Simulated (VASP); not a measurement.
Input of a VASP 6.6.1 run:

The input INCAR:

```
SYSTEM = C
PREC = Accurate ; ENCUT = 600
EDIFF = 1E-6 ; ISMEAR = 0
SIGMA = 0.02 ; LREAL = .False.
LASPH = .True. ; NELM = 120
ALGO = Normal ; ISIF = 2
LWAVE = .False. ; LCHARG = .True.
GGA = CA ; LELF = .True.
LVHAR = .True. ; NBANDS = 11
GGA_COMPAT = .False.
```

File KPOINTS:

```
regular mesh
0
Gamma
  12 12 12
  0 0 0
```

File POSCAR:

```
C
1.0
    0.0000000000      1.7658723557      1.7658723557
    1.7658723557      0.0000000000      1.7658723557
    1.7658723557      1.7658723557      0.0000000000
C
2
Direct
    0.0000000000      0.0000000000      0.0000000000
    0.2500000000      0.2500000000      0.2500000000
```

Potentials or basis: VASP PAW LDA potentials, release 64 (C).

The run is started by

```console
$ cat potpaw_LDA.64/C/POTCAR > POTCAR
$ mpirun -np 1 vasp_std > vasp.out
```

Task: Predict the band gap on the k mesh.

Result: 4.20 eV, indirect (least direct gap 5.63 eV).

Task: Predict the pressure.

Result: 0.8 GPa.

A k mesh can miss the band edges.
